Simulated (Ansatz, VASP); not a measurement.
**Two plane-wave programs on BN**

```
B N
1.0
     2.54395    0.00000    0.00000
    -1.27197    2.20313    0.00000
     0.00000    0.00000    4.20782
B N
2 2
Cartesian
  0.0000 1.4688 0.0009
  1.2720 0.7344 2.1048
  0.0000 1.4688 1.5771
  1.2720 0.7344 3.6810
```

Alike in both runs: task single point; functional HSE06; k mesh 9 × 9 × 4; no spin polarisation.

|  | VASP | Ansatz |
| --- | --- | --- |
| version | VASP 6.6.1 | Ansatz 0.2.0 |
| potentials or method | VASP PAW PBE potentials, release 64 (B, N) | plane waves, PAW |
| plane-wave cutoff (eV) | 520 | 420 |
| occupations | gaussian, width 0.01 eV | fixed |
| valence electrons in the cell | 16 | 16 |

VASP gave:

* gap on the k mesh at the Fermi level (eV): 6.51
* pressure (GPa): -4.0
* traceless stress, the component that is largest in VASP (GPa): -0.40
* rms of the force components (eV/Å): 0.005

Problem. What did Ansatz give for the same quantities?

Solution. gap on the k mesh at the Fermi level (eV): 6.53; pressure (GPa): -4.5; traceless stress, the component that is largest in VASP (GPa): -0.36; rms of the force components (eV/Å): 0.007.

Atom by atom the forces differ by 0.002 eV/Å (rms over components). Ansatz's warnings: stress exchange threshold loose, stress scf threshold loose.
